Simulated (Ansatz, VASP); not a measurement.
Two plane-wave programs on Mg

File INCAR:

```
PREC = Accurate
ENCUT = 750
EDIFF = 1E-7
ISMEAR = -1
SIGMA = 0.05
LREAL = F
LASPH = T
NELM = 120
ALGO = Normal
ISIF = 3
LWAVE = F
LCHARG = F
IBRION = 2
NSW = 60
EDIFFG = -0.005
GGA_COMPAT = F
NELMIN = 4
```

Contents of KPOINTS:

```
Automatic mesh
0
Gamma
  15 15 15
```

POSCAR

```
Mg
1.0
    2.8575864359      0.0000000000      0.0000000000
    0.0000000000      2.8575864359      0.0000000000
    0.0000000000      0.0000000000      2.8575864359
Mg
1
Direct
    0.0000000000      0.0000000000      0.0000000000
```

Input for Ansatz:

```yaml
crystal:
  lattice:
    - [2.8575864359, 0.0, 0.0]
    - [0.0, 2.8575864359, 0.0]
    - [0.0, 0.0, 2.8575864359]
  atoms:
    - { symbol: Mg, position: [0.0, 0.0, 0.0] }
kpoints:
  mp_grid: { grid: [15, 15, 15] }
scf:
  occupations: { method: fermi_dirac, width: 0.05 }
hamiltonian:
  xc: lda
  pseudopotentials: { kind: paw }
output:
  forces: true
  stress: true
relax:
  f_tol: 0.005
  max_steps: 40
  cell: {}
```

Alike in both runs: task relaxation of cell and atoms; functional LDA; k mesh 15 × 15 × 15; occupations fermi-dirac, width 0.05 eV; no spin polarisation.

|  | VASP | Ansatz |
| --- | --- | --- |
| version | VASP 6.6.1 | Ansatz 0.2.0 |
| potentials or method | VASP PAW LDA potentials, release 64 (Mg_sv) | PAW with Ansatz's default frozen-core files, scalar-relativistic |
| plane-wave cutoff (eV) | 750 | 420 |
| valence electrons in the cell | 10 | 10 |

```tsv
	VASP	Ansatz	Ansatz less VASP
relaxed volume (Å³/atom)	25.24	25.91	+0.672
relaxed length of the cell vector where the two differ most in proportion (Å)	2.933	2.959	+0.0258
```

LDA's correlation is that of Perdew and Zunger in VASP and of Perdew and Wang (1992) in Ansatz.
